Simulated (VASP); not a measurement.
# Cu in VASP: a series of runs

Aim: see how the results for Cu move with the level of theory and the settings. Levels: LDA, r2SCAN, PBE. Tasks: electric field gradients.

All numbers are computed with VASP 6.6.1; they aren't measurements. Logs are shortened: lines on timing, memory, paths and dates and some standing lists are left out, and cuts for length are marked.

## Step 1: The cell of the first run

Symmetry: Fm-3m, No. 225, cubic system. Conventional cell: a = 3.651 Å, b = 3.651 Å, c = 3.651 Å, α = 90.00°, β = 90.00°, γ = 90.00°. Within 3.4 Å of Cu (site symmetry m-3m) lie 12 Cu at 2.58 Å.

## Step 2: Electric field gradients, LDA

Contents of INCAR:

```
SYSTEM = Cu
ALGO = Normal ; EDIFF = 1E-8
ENCUT = 520 ; GGA = CA
ISIF = 2 ; ISMEAR = -1
LASPH = .True. ; LCHARG = .False.
LEFG = .True. ; LREAL = .False.
LWAVE = .False. ; NBANDS = 12
NELM = 60 ; PREC = Accurate
SIGMA = 0.05
```

Contents of KPOINTS:

```
k-points
0
Gamma
  19 19 19
  0 0 0
```

Contents of POSCAR:

```
Cu
1.0
    0.0000000000      1.8253972036      1.8253972036
    1.8253972036      0.0000000000      1.8253972036
    1.8253972036      1.8253972036      0.0000000000
Cu
1
Direct
    0.0000000000      0.0000000000      0.0000000000
```

Potentials or basis: VASP PAW LDA potentials, release 64 (Cu).

Started as:

```sh
cat potpaw_LDA.64/Cu/POTCAR > POTCAR
mpirun -np 1 vasp_std > vasp.out
```

OUTCAR:

```text
SYSTEM = Cu
   EDIFF = 1E-8
   ENCUT = 520
   GGA = CA
   ISIF = 2
   ISMEAR = -1
   LASPH = .True.
   LREAL = .False.
   NELM = 60
   PREC = Accurate

 ion  position               nearest neighbor table
   1  0.000  0.000  0.000-

  LATTYP: Found a face centered cubic cell.
 ALAT       =     3.6507944072

  Lattice vectors:

 A1 = (   0.0000000000,   1.8253972036,   1.8253972036)
 A2 = (   1.8253972036,   0.0000000000,   1.8253972036)
 A3 = (   1.8253972036,   1.8253972036,   0.0000000000)

Analysis of symmetry for initial positions (statically):
=====================================================================
 Subroutine PRICEL returns:
 Original cell was already a primitive cell.

 Routine SETGRP: Setting up the symmetry group for a
 face centered cubic supercell.

 Subroutine GETGRP returns: Found 48 space group operations
 (whereof 48 operations were pure point group operations)
 out of a pool of 48 trial point group operations.

The static configuration has the point symmetry O_h .

Analysis of symmetry for dynamics (positions and initial velocities):
=====================================================================
 Subroutine PRICEL returns:
 Original cell was already a primitive cell.

 Routine SETGRP: Setting up the symmetry group for a
 face centered cubic supercell.

 Subroutine GETGRP returns: Found 48 space group operations
 (whereof 48 operations were pure point group operations)
 out of a pool of 48 trial point group operations.

The dynamic configuration has the point symmetry O_h .

 Subroutine INISYM returns: Found 48 space group operations
 (whereof 48 operations are pure point group operations),
 and found     1 'primitive' translations

----------------------------------------------------------------------------------------

                                     Primitive cell

  volume of cell :      12.1647

  direct lattice vectors                    reciprocal lattice vectors
     0.000000000  1.825397204  1.825397204    -0.273912987  0.273912987  0.273912987
     1.825397204  0.000000000  1.825397204     0.273912987 -0.273912987  0.273912987
     1.825397204  1.825397204  0.000000000     0.273912987  0.273912987 -0.273912987

  length of vectors
[... 120 lines left out ...]
  ---------------------------------------------------
  ext. energy  EPLUGINS =         0.00000000
  ---------------------------------------------------
  free energy    TOTEN  =        -4.64338962 eV

  energy without entropy =       -4.64001876  energy(sigma->0) =       -4.64170419

 E-fermi :   7.0091     XC(G=0): -12.9312

 val. band max:        7.0017338339   @ k =   0.4211   0.4211   0.0000
 cond. band min:       7.0161020659   @ k =  -0.3158   0.2105   0.0000
 fundamental gap:      0.0143682319
 Fermi energy:         7.0090994308

 k-point     1 :       0.0000    0.0000    0.0000
  band No.  band energies     occupation
      1      -2.1533      2.00000
      2       3.9831      2.00000
      3       3.9831      2.00000
      4       3.9831      2.00000
      5       4.7830      2.00000
      6       4.7830      2.00000
      7      29.4253      0.00000
      8      31.6497      0.00000
      9      31.6497      0.00000
     10      31.6497      0.00000
     11      34.1746      0.00000
     12      34.1746      0.00000
[... 331 lines left out ...]
 k-point    24 :      -0.2632    0.0526    0.0000
  band No.  band energies     occupation
      1       0.4637      2.00000
      2       3.7411      2.00000
      3       4.1089      2.00000
      4       4.1449      2.00000
      5       4.8344      2.00000
      6       5.0701      2.00000
      7      17.7803      0.00000
      8      26.4645      0.00000
      9      29.8306      0.00000
     10      30.6083      0.00000
     11      32.9952      0.00000
     12      34.3287      0.00000

 [... further k-points ...]
[... 5 lines left out ...]
  --------------------------------------------------------------------------------------
  -------------------------------------------------------------------------------------
  Total       -1.1509877     -1.1509877     -1.1509877      0.0000000      0.0000000      0.0000000
  in kB     -151.5929885   -151.5929885   -151.5929885      0.0000000      0.0000000      0.0000000
  external PRESSURE =    -151.5929885 kB  Pullay stress =       0.0000000 kB

 VOLUME and BASIS-vectors are now :
 -----------------------------------------------------------------------------
  energy-cutoff  :      520.00
  volume of cell :       12.16
      direct lattice vectors                 reciprocal lattice vectors
     0.000000000  1.825397204  1.825397204    -0.273912987  0.273912987  0.273912987
     1.825397204  0.000000000  1.825397204     0.273912987 -0.273912987  0.273912987
     1.825397204  1.825397204  0.000000000     0.273912987  0.273912987 -0.273912987

 POSITION                                       TOTAL-FORCE (eV/Angst)
 -----------------------------------------------------------------------------------
      0.00000      0.00000      0.00000        -0.000000     -0.000000     -0.000000
 -----------------------------------------------------------------------------------
    total drift:                                0.000000     -0.000000      0.000000

  FREE ENERGIE OF THE ION-ELECTRON SYSTEM (eV)
  ---------------------------------------------------
  free  energy   TOTEN  =        -4.6433896160 eV

  energy  without entropy=       -4.6400187634  energy(sigma->0) =       -4.64170419

 Electric field gradients (V/A^2)
---------------------------------------------------------------------
 ion       V_xx      V_yy      V_zz      V_xy      V_xz      V_yz
---------------------------------------------------------------------
   1      -0.000     0.000     0.000     0.002     0.002     0.002
---------------------------------------------------------------------

 Electric field gradients after diagonalization (V/A^2)
 (convention: |V_zz| > |V_xx| > |V_yy|)
----------------------------------------------------------------------
 ion       V_xx      V_yy      V_zz     asymmetry (V_yy - V_xx)/ V_zz
----------------------------------------------------------------------
   1      -0.002    -0.002     0.005       0.000
----------------------------------------------------------------------

           NMR quadrupolar parameters

 Cq : quadrupolar parameter    Cq=e*Q*V_zz/h
 eta: asymmetry parameters     (V_yy - V_xx)/ V_zz
 Q  : nuclear electric quadrupole moment in mb (millibarn)
----------------------------------------------------------------------
 ion       Cq(MHz)       eta       Q (mb)
----------------------------------------------------------------------
   1       0.000       0.000       1.000
----------------------------------------------------------------------
```

OSZICAR:

```text
N       E                     dE             d eps       ncg     rms          rms(c)
DAV:   1     0.412561299739E+02    0.41256E+02   -0.53089E+03  5920   0.154E+03
DAV:   2    -0.436800540200E+01   -0.45624E+02   -0.42195E+02  5444   0.204E+02
DAV:   3    -0.561054501530E+01   -0.12425E+01   -0.12377E+01  6212   0.394E+01
DAV:   4    -0.561857175574E+01   -0.80267E-02   -0.80258E-02  6004   0.276E+00
DAV:   5    -0.561865497740E+01   -0.83222E-04   -0.83220E-04  6264   0.287E-01    0.791E+00
DAV:   6    -0.510987505054E+01    0.50878E+00   -0.16558E+01  6336   0.782E+01    0.441E+00
DAV:   7    -0.465720254122E+01    0.45267E+00   -0.27279E+00  6304   0.320E+01    0.524E-01
DAV:   8    -0.464544993034E+01    0.11753E-01   -0.70013E-03  6472   0.153E+00    0.335E-01
DAV:   9    -0.464337891248E+01    0.20710E-02   -0.11113E-02  6464   0.180E+00    0.184E-02
DAV:  10    -0.464338714258E+01   -0.82301E-05   -0.34937E-05  7736   0.947E-02    0.519E-03
DAV:  11    -0.464338962237E+01   -0.24798E-05   -0.59374E-07  6668   0.993E-03    0.669E-04
DAV:  12    -0.464338961598E+01    0.63940E-08   -0.28192E-08  4388   0.257E-03
   1 F= -.46433896E+01 E0= -.46417042E+01  d E =-.337085E-02
```

Wall time 11 s (1 thread of Intel Xeon 6975P-C (Granite Rapids), shared host); peak memory 0.14 GiB.

What came out:

```yaml
Free_energy: -4.6434 eV
Pressure: -15.2 GPa
```

Caveat: without QUAD_EFG the Cq values of the log hold for a quadrupole moment of 1 mb, not for the nuclei.

## Step 3: Electric field gradients, LDA (functional lda, volume scaled by 1.04)

Contents of INCAR:

```
  PREC = Accurate
  ENCUT = 520
  EDIFF = 1E-8
  ISMEAR = -1
  SIGMA = 0.08
  LREAL = F
  LASPH = T
  NELM = 80
  ALGO = Normal
  ISIF = 2
  LWAVE = F
  LCHARG = F
  GGA = CA
  LEFG = T
  NBANDS = 12
```

Contents of KPOINTS:

```
Automatic mesh
0
Gamma
  19 19 19
```

Contents of POSCAR:

```
Cu
1.0
    0.0000000000      1.8312856224      1.8312856224
    1.8312856224      0.0000000000      1.8312856224
    1.8312856224      1.8312856224      0.0000000000
Cu
1
Direct
    0.0000000000      0.0000000000      0.0000000000
```

Potentials or basis: VASP PAW LDA potentials, release 64 (Cu).

Started as:

```sh
cat potpaw_LDA.64/Cu/POTCAR > POTCAR
mpirun -np 1 vasp_std > vasp.out
```

OUTCAR:

```text
PREC = Accurate
   ENCUT = 520
   EDIFF = 1E-8
   ISMEAR = -1
   LREAL = F
   LASPH = T
   NELM = 80
   ISIF = 2
   GGA = CA

 ion  position               nearest neighbor table
   1  0.000  0.000  0.000-

  LATTYP: Found a face centered cubic cell.
 ALAT       =     3.6625712448

  Lattice vectors:

 A1 = (   0.0000000000,   1.8312856224,   1.8312856224)
 A2 = (   1.8312856224,   0.0000000000,   1.8312856224)
 A3 = (   1.8312856224,   1.8312856224,   0.0000000000)

Analysis of symmetry for initial positions (statically):
=====================================================================
 Subroutine PRICEL returns:
 Original cell was already a primitive cell.

 Routine SETGRP: Setting up the symmetry group for a
 face centered cubic supercell.

 Subroutine GETGRP returns: Found 48 space group operations
 (whereof 48 operations were pure point group operations)
 out of a pool of 48 trial point group operations.

The static configuration has the point symmetry O_h .

Analysis of symmetry for dynamics (positions and initial velocities):
=====================================================================
 Subroutine PRICEL returns:
 Original cell was already a primitive cell.

 Routine SETGRP: Setting up the symmetry group for a
 face centered cubic supercell.

 Subroutine GETGRP returns: Found 48 space group operations
 (whereof 48 operations were pure point group operations)
 out of a pool of 48 trial point group operations.

The dynamic configuration has the point symmetry O_h .

 Subroutine INISYM returns: Found 48 space group operations
 (whereof 48 operations are pure point group operations),
 and found     1 'primitive' translations

[... 152 lines left out ...]
      5       4.6836      2.00000
      6       4.6836      2.00000
      7      29.2318      0.00000
      8      31.3805      0.00000
      9      31.3805      0.00000
     10      31.3805      0.00000
     11      33.9027      0.00000
     12      33.9027      0.00000
[... 331 lines left out ...]
 k-point    24 :      -0.2632    0.0526    0.0000
  band No.  band energies     occupation
      1       0.4029      2.00000
      2       3.6583      2.00000
      3       4.0198      2.00000
      4       4.0552      2.00000
      5       4.7345      2.00000
      6       4.9667      2.00000
      7      17.5910      0.00000
      8      26.2321      0.00000
      9      29.6095      0.00000
     10      30.3290      0.00000
     11      32.7367      0.00000
     12      34.0581      0.00000

 [... further k-points ...]
[... 5 lines left out ...]
  --------------------------------------------------------------------------------------
  -------------------------------------------------------------------------------------
  Total       -1.2329723     -1.2329723     -1.2329723      0.0000000      0.0000000     -0.0000000
  in kB     -160.8294834   -160.8294834   -160.8294834      0.0000000      0.0000000     -0.0000000
  external PRESSURE =    -160.8294834 kB  Pullay stress =       0.0000000 kB

 VOLUME and BASIS-vectors are now :
 -----------------------------------------------------------------------------
  energy-cutoff  :      520.00
  volume of cell :       12.28
      direct lattice vectors                 reciprocal lattice vectors
     0.000000000  1.831285622  1.831285622    -0.273032232  0.273032232  0.273032232
     1.831285622  0.000000000  1.831285622     0.273032232 -0.273032232  0.273032232
     1.831285622  1.831285622  0.000000000     0.273032232  0.273032232 -0.273032232

 POSITION                                       TOTAL-FORCE (eV/Angst)
 -----------------------------------------------------------------------------------
      0.00000      0.00000      0.00000         0.000000      0.000000     -0.000000
 -----------------------------------------------------------------------------------
    total drift:                                0.000000     -0.000000      0.000000

  FREE ENERGIE OF THE ION-ELECTRON SYSTEM (eV)
  ---------------------------------------------------
  free  energy   TOTEN  =        -4.6343995489 eV

  energy  without entropy=       -4.6266948177  energy(sigma->0) =       -4.63054718

 Electric field gradients (V/A^2)
---------------------------------------------------------------------
 ion       V_xx      V_yy      V_zz      V_xy      V_xz      V_yz
---------------------------------------------------------------------
   1      -0.000    -0.000    -0.000     0.002     0.002     0.002
---------------------------------------------------------------------

 Electric field gradients after diagonalization (V/A^2)
 (convention: |V_zz| > |V_xx| > |V_yy|)
----------------------------------------------------------------------
 ion       V_xx      V_yy      V_zz     asymmetry (V_yy - V_xx)/ V_zz
----------------------------------------------------------------------
   1      -0.002    -0.002     0.004       0.000
----------------------------------------------------------------------

           NMR quadrupolar parameters

 Cq : quadrupolar parameter    Cq=e*Q*V_zz/h
 eta: asymmetry parameters     (V_yy - V_xx)/ V_zz
 Q  : nuclear electric quadrupole moment in mb (millibarn)
----------------------------------------------------------------------
 ion       Cq(MHz)       eta       Q (mb)
----------------------------------------------------------------------
   1       0.000       0.000       1.000
----------------------------------------------------------------------
```

OSZICAR:

```text
N       E                     dE             d eps       ncg     rms          rms(c)
DAV:   1     0.410289491978E+02    0.41029E+02   -0.53794E+03  5876   0.153E+03
DAV:   2    -0.427830662496E+01   -0.45307E+02   -0.41719E+02  5436   0.200E+02
DAV:   3    -0.559591111642E+01   -0.13176E+01   -0.13083E+01  6148   0.394E+01
DAV:   4    -0.560476094674E+01   -0.88498E-02   -0.88483E-02  6056   0.285E+00
DAV:   5    -0.560484847322E+01   -0.87526E-04   -0.87525E-04  6364   0.291E-01    0.790E+00
DAV:   6    -0.510987351303E+01    0.49497E+00   -0.16695E+01  6304   0.783E+01    0.447E+00
DAV:   7    -0.464779466593E+01    0.46208E+00   -0.27687E+00  6292   0.322E+01    0.507E-01
DAV:   8    -0.463660794105E+01    0.11187E-01   -0.77071E-03  6576   0.168E+00    0.348E-01
DAV:   9    -0.463438957720E+01    0.22184E-02   -0.12146E-02  6432   0.188E+00    0.196E-02
DAV:  10    -0.463439715439E+01   -0.75772E-05   -0.41080E-05  7796   0.106E-01    0.478E-03
DAV:  11    -0.463439955740E+01   -0.24030E-05   -0.73844E-07  7384   0.890E-03    0.745E-04
DAV:  12    -0.463439954892E+01    0.84822E-08   -0.36039E-08  4472   0.306E-03
   1 F= -.46343995E+01 E0= -.46305472E+01  d E =-.770473E-02
```

stdout:

```text
POSCAR found type information on POSCAR Cu
 POSCAR found :  1 types and       1 ions
 scaLAPACK will be used
 LDA part: xc-table for (Slater(with rela. corr.)+CA(PZ))
 , standard interpolation
 POSCAR, INCAR and KPOINTS ok, starting setup
 FFT: planning ... GRIDC
 FFT: planning ... GRID_SOFT
 FFT: planning ... GRID
 WAVECAR not read
 entering main loop
ion   1
```

Run time: 12 s. Hardware: 1 thread of Intel Xeon 6975P-C (Granite Rapids), shared host; peak memory 0.14 GiB.

Results:

```
Free energy : -4.6344 eV
Pressure    : -16.1 GPa
```

Levels at points of the mesh, in eV from the Fermi level:
```tsv
k point	band 2	band 3	band 4	band 5	band 6	band 7	band 8	band 9	band 10	band 11
(0.00, 0.00, 0.00)	-2.99	-2.99	-2.99	-2.20	-2.20	22.35	24.50	24.50	24.50	27.02
```

Caveat: without QUAD_EFG the Cq values of the log hold for a quadrupole moment of 1 mb, not for the nuclei.

(Continued in part 2 of 2.)
